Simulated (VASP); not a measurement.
# Ag (P6_3/mmc) in VASP: a series of runs

Ag is run at these levels: PBE+D3(BJ); tasks: single point.

All numbers are computed with VASP 6.6.1; they aren't measurements. Logs are shortened: lines on timing, memory, paths and dates and some standing lists are left out, and cuts for length are marked.

**1. The cell of the first run**

The structure is hexagonal, space group P6_3/mmc (No. 194). Conventional cell: a = 2.880 Å, b = 2.880 Å, c = 9.413 Å, α = 90.00°, β = 90.00°, γ = 120.00°. Ag (site symmetry -3m) has 12 Ag at 2.88 Å within 3.8 Å. Ag (site symmetry -6m2) has 12 Ag at 2.88 Å within 3.8 Å.

**2. Single point, PBE+D3(BJ)**

Contents of INCAR:

```
SYSTEM = Ag
  PREC = Accurate
  ENCUT = 520
  EDIFF = 1E-7
  ISMEAR = 0
  SIGMA = 0.1
  LREAL = .False.
  LASPH = .True.
  NELM = 100
  ALGO = Fast
  ISIF = 2
  LWAVE = .False.
  LCHARG = .True.
  GGA = PE
  IVDW = 12
  LELF = .True.
  LVHAR = .True.
  NBANDS = 30
```

Contents of KPOINTS:

```
regular mesh
0
Gamma
  18 18 6
  0 0 0
```

Contents of POSCAR:

```
Ag
1.0
    2.8803040207      0.0000000000      0.0000000000
   -1.4401520103      2.4944164525      0.0000000000
    0.0000000000      0.0000000000      9.4133848350
Ag
4
Direct
    0.0000000000      0.0000000000      0.0000000000
    0.0000000000      0.0000000000      0.5000000000
    0.3333333333      0.6666666667      0.2500000000
    0.6666666667      0.3333333333      0.7500000000
```

Potentials or basis: VASP PAW PBE potentials, release 64 (Ag).

Started as:

```
$ cat potpaw_PBE.64/Ag/POTCAR > POTCAR
$ mpirun -np 1 vasp_std > vasp.out
```

OUTCAR:

```text
SYSTEM = Ag
   PREC = Accurate
   ENCUT = 520
   EDIFF = 1E-7
   ISMEAR = 0
   LREAL = .False.
   LASPH = .True.
   NELM = 100
   ISIF = 2
   GGA = PE
   IVDW = 12
 IVDW          = 12

 ion  position               nearest neighbor table
   1  0.000  0.000  0.000-   3 2.88   4 2.88   3 2.88   4 2.88   4 2.88   3 2.88
   2  0.000  0.000  0.500-   3 2.88   4 2.88   3 2.88   4 2.88   4 2.88   3 2.88
   3  0.333  0.667  0.250-   1 2.88   2 2.88   1 2.88   2 2.88   1 2.88   2 2.88
   4  0.667  0.333  0.750-   1 2.88   2 2.88   1 2.88   2 2.88   1 2.88   2 2.88

  LATTYP: Found a hexagonal cell.
 ALAT       =     2.8803040207
 C/A-ratio  =     3.2681914018

  Lattice vectors:

 A1 = (   2.8803040207,   0.0000000000,   0.0000000000)
 A2 = (  -1.4401520103,   2.4944164525,   0.0000000000)
 A3 = (   0.0000000000,   0.0000000000,   9.4133848350)

Analysis of symmetry for initial positions (statically):
=====================================================================
 Subroutine PRICEL returns:
 Original cell was already a primitive cell.

 Routine SETGRP: Setting up the symmetry group for a
 hexagonal supercell.

 Subroutine GETGRP returns: Found 24 space group operations
 (whereof 12 operations were pure point group operations)
 out of a pool of 24 trial point group operations.

The static configuration has the point symmetry D_3d.
 The point group associated with its full space group is D_6h.

Analysis of symmetry for dynamics (positions and initial velocities):
=====================================================================
 Subroutine PRICEL returns:
 Original cell was already a primitive cell.

 Routine SETGRP: Setting up the symmetry group for a
 hexagonal supercell.

 Subroutine GETGRP returns: Found 24 space group operations
 (whereof 12 operations were pure point group operations)
 out of a pool of 24 trial point group operations.

The dynamic configuration has the point symmetry D_3d.
 The point group associated with its full space group is D_6h.

 Subroutine INISYM returns: Found 24 space group operations
 (whereof 12 operations are pure point group operations),
 and found     1 'primitive' translations

----------------------------------------------------------------------------------------

                                     Primitive cell

  volume of cell :      67.6321

  direct lattice vectors                    reciprocal lattice vectors
     2.880304021  0.000000000  0.000000000     0.347185572  0.200447684  0.000000000
    -1.440152010  2.494416452  0.000000000     0.000000000  0.400895367  0.000000000
     0.000000000  0.000000000  9.413384835     0.000000000  0.000000000  0.106231713

  length of vectors
     2.880304021  2.880304021  9.413384835     0.400895367  0.400895367  0.106231713

  position of ions in fractional coordinates (direct lattice)
     0.000000000  0.000000000  0.000000000
     0.000000000  0.000000000  0.500000000
     0.333333333  0.666666667  0.250000000
     0.666666667  0.333333333  0.750000000

  ion indices of the primitive-cell ions
   primitive index   ion index
                 1           1
                 2           2
                 3           3
                 4           4

----------------------------------------------------------------------------------------

 KPOINTS: regular mesh

Automatic generation of k-mesh.
 Grid dimensions read from file:
 generate k-points for:   18   18    6

 Generating k-lattice:

  Cartesian coordinates                     Fractional coordinates (reciprocal lattice)
     0.019288087  0.011135982  0.000000000     0.055555556  0.000000000  0.000000000
     0.000000000  0.022271965  0.000000000     0.000000000  0.055555556  0.000000000
     0.000000000  0.000000000  0.017705286     0.000000000  0.000000000  0.166666667

  Length of vectors
     0.022271965  0.022271965  0.017705286

  Shift w.r.t. Gamma in fractional coordinates (k-lattice)
     0.000000000  0.000000000  0.000000000

 Subroutine IBZKPT returns following result:
 ===========================================

 Found    148 irreducible k-points:

 Following reciprocal coordinates:
            Coordinates               Weight
  0.000000  0.000000  0.000000      1.000000
  0.055556 -0.000000  0.000000      6.000000
  0.111111 -0.000000  0.000000      6.000000
  0.166667 -0.000000  0.000000      6.000000
  0.222222 -0.000000  0.000000      6.000000
  0.277778 -0.000000  0.000000      6.000000
[... 16 lines left out ...]
  0.333333  0.111111  0.000000     12.000000
  0.388889  0.111111  0.000000     12.000000
 [... further k-points ...]
   k-points           NKPTS =    148   k-points in BZ     NKDIM =    148   number of bands    NBANDS=     30
   number of dos      NEDOS =    301   number of ions     NIONS =      4
   total plane-waves  NPLWV =  40320
   dimension x,y,z NGX =    24 NGY =   24 NGZ =   70
   dimension x,y,z NGXF=    48 NGYF=   48 NGZF=  140
   ions per type =               4
   NGX,Y,Z   is equivalent  to a cutoff of  13.85, 13.85, 12.36 a.u.
   NGXF,Y,Z  is equivalent  to a cutoff of  27.70, 27.70, 24.72 a.u.
 SYSTEM =  Ag
   PREC   = accura    normal or accurate (medium, high low for compatibility)
   ISTART =      0    job   : 0-new  1-cont  2-samecut
   ICHARG =      2    charge: 1-file 2-atom 10-const
   ISPIN  =      1    spin polarized calculation?
   LNONCOLLINEAR =      F non collinear calculations
   LSORBIT =      F    spin-orbit coupling
   LASPH  =      T    aspherical Exc in radial PAW
   ENCUT  =  520.0 eV  38.22 Ry    6.18 a.u.   5.36  5.36 17.50*2*pi/ulx,y,z
   NELM   =    100;   NELMIN=  2; NELMDL= -5     # of ELM steps
   EDIFF  = 0.1E-06   stopping-criterion for ELM
   LREAL  =      F    real-space projection
   EDIFFG = 0.1E-05   stopping-criterion for IOM
   NSW    =      0    number of steps for IOM
   IBRION =     -1    ionic relax: 0-MD 1-quasi-New 2-CG
   NFREE  =      0    steps in history (QN), initial steepest desc. (CG)
   ISIF   =      2    stress and relaxation
   ISYM   =      2    0-nonsym 1-usesym 2-fastsym
   POTIM  = 0.5000    time-step for ionic-motion
   TEBEG  =    0.0;   TEEND  =   0.0 temperature during run
   PSTRESS=    0.0 pullay stress
   NELECT =      44.0000    total number of electrons
   NUPDOWN=      -1.0000    fix difference up-down
   EMIN   =  10.00;   EMAX   =-10.00  energy-range for DOS
   EFERMI =   0.00;   METHOD = LEGACY
   ISMEAR =     0;   SIGMA  =   0.10  broadening in eV -4-tet -1-fermi 0-gaus
   EFERMI_NEDOS =   21; number of points for ismear=-14 and -15
   IALGO  =     68    algorithm
   IMIX   =      4    mixing-type and parameters
     AMIX     =   0.40;   BMIX     =  1.00
     AMIX_MAG =   1.60;   BMIX_MAG =  1.00
  volume/ion in A,a.u.               =      16.91       114.10
  Fermi-wavevector in a.u.,A,eV,Ry     =   1.418539  2.680650 27.378372  2.012254
  Thomas-Fermi vector in A             =   2.539654
   LORBIT       =      0    0 simple, 1 ext, 2 COOP (PROOUT), +10 PAW based schemes
   GGA     = PE    functional components
   LHFCALC =     F    Hartree Fock is set to
   AEXX    =    0.0000 exact exchange contribution
   IVDW    =    12    specifies the selected vdW correction
   LEPSILON=     F    determine dielectric tensor
   LRPA    =     F    only Hartree local field effects (RPA)
 non-spin polarized calculation
 RMM-DIIS sequential band-by-band and
 Gauss-broadening in eV      SIGMA  =   0.10
  energy-cutoff  :      520.00
  volume of cell :       67.63
 maximum number of plane-waves:      1859
 NGX is ok and might be reduce to    24
   NGX = 11   NGY = 11   NGZ = 35

 number of electron      43.9999986 magnetization

 Free energy of the ion-electron system (eV)
  ---------------------------------------------------
  ext. energy  EPLUGINS =         0.00000000
  ---------------------------------------------------
  free energy    TOTEN  =       -10.80288885 eV

  energy without entropy =      -10.79679639  energy(sigma->0) =      -10.79984262

 E-fermi :   8.5275     XC(G=0): -12.2595

 val. band max:        8.5214255901   @ k =   0.2778   0.0556   0.3333
 cond. band min:       8.5452074870   @ k =   0.1667  -0.0000   0.3333
 fundamental gap:      0.0237818969
 Fermi energy:         8.5275337918

 k-point     1 :       0.0000    0.0000    0.0000
  band No.  band energies     occupation
      1       0.7175      2.00000
      2       2.0954      2.00000
      3       2.1008      2.00000
      4       2.1074      2.00000
      5       3.6967      2.00000
      6       3.6967      2.00000
[... 22 lines left out ...]
     29      24.2699      0.00000
     30      25.1620      0.00000

 k-point     2 :       0.0556   -0.0000    0.0000
  band No.  band energies     occupation
      1       0.8042      2.00000
      2       2.1484      2.00000
      3       2.1771      2.00000
      4       2.1824      2.00000
      5       3.6458      2.00000
      6       3.6725      2.00000
[... 22 lines left out ...]
     29      24.2390      0.00000
     30      24.8776      0.00000

 k-point     3 :       0.1111   -0.0000    0.0000
  band No.  band energies     occupation
      1       1.0569      2.00000
      2       2.2923      2.00000
      3       2.3885      2.00000
      4       2.3915      2.00000
      5       3.4570      2.00000
      6       3.5940      2.00000
[... 22 lines left out ...]
     29      23.8615      0.00000
     30      23.9946      0.00000

 k-point     4 :       0.1667   -0.0000    0.0000
  band No.  band energies     occupation
      1       1.4476      2.00000
      2       2.4668      2.00000
      3       2.6537      2.00000
      4       2.6713      2.00000
      5       3.2301      2.00000
      6       3.3841      2.00000
[... 616 lines left out ...]
     29      18.6617      0.00000
     30      20.8536      0.00000

 k-point    23 :       0.3333    0.1111    0.0000
  band No.  band energies     occupation
      1       2.3257      2.00000
      2       2.3311      2.00000
      3       2.4408      2.00000
      4       2.8855      2.00000
      5       2.9200      2.00000
      6       3.1539      2.00000
[... 22 lines left out ...]
     29      18.0586      0.00000
     30      20.1152      0.00000

 k-point    24 :       0.3889    0.1111    0.0000
  band No.  band energies     occupation
      1       2.2245      2.00000
      2       2.2595      2.00000
      3       2.3584      2.00000
      4       2.8025      2.00000
      5       2.8581      2.00000
      6       3.1238      2.00000
[... 22 lines left out ...]
     29      17.6378      0.00000
     30      18.6430      0.00000

 [... further k-points ...]

------------------------ aborting loop because EDIFF is reached ----------------------------------------

 Edisp (eV)   -2.37590

 E8    (eV) :    -1.0383

  FORCE on cell =-STRESS in cart. coord.  units (eV):
  Direction    XX          YY          ZZ          XY          YZ          ZX
  --------------------------------------------------------------------------------------
  -------------------------------------------------------------------------------------
  Total      -0.06958    -0.06958    -0.07024    -0.00000     0.00000    -0.00000
  in kB      -1.64839    -1.64839    -1.66403    -0.00000     0.00000    -0.00000
  external pressure =       -1.65 kB  Pullay stress =        0.00 kB

 VOLUME and BASIS-vectors are now :
 -----------------------------------------------------------------------------
  energy-cutoff  :      520.00
  volume of cell :       67.63
      direct lattice vectors                 reciprocal lattice vectors
     2.880304021  0.000000000  0.000000000     0.347185572  0.200447684  0.000000000
    -1.440152010  2.494416452  0.000000000     0.000000000  0.400895367  0.000000000
     0.000000000  0.000000000  9.413384835     0.000000000  0.000000000  0.106231713

 POSITION                                       TOTAL-FORCE (eV/Angst)
 -----------------------------------------------------------------------------------
      0.00000      0.00000      0.00000         0.000000      0.000000     -0.000000
      0.00000      0.00000      4.70669         0.000000      0.000000     -0.000000
     -0.00000      1.66294      2.35335        -0.000000     -0.000000     -0.000000
      1.44015      0.83147      7.06004         0.000000      0.000000      0.000000
 -----------------------------------------------------------------------------------
    total drift:                               -0.000000      0.000000      0.000000

  FREE ENERGIE OF THE ION-ELECTRON SYSTEM (eV)
  ---------------------------------------------------
  free  energy   TOTEN  =       -13.1787902122 eV

  energy  without entropy=      -13.1726977462  energy(sigma->0) =      -13.17574398
```

It took 4.8 min on 1 thread of Intel Xeon Platinum 8488C (Sapphire Rapids), shared host; peak memory 0.35 GiB.

Results:

| Item | Value |
| --- | --- |
| Free energy | -13.1788 eV |
| Pressure | -0.2 GPa |
| Band gap on the k mesh | zero (band 22 reaches 12.06 eV, above the bottom of band 23 at 5.43 eV) |
| Dispersion energy per atom | -0.594 eV |

Caveat: pairwise dispersion overbinds metals, which lowers pressure and volume.

(Continued in part 2 of 2.)
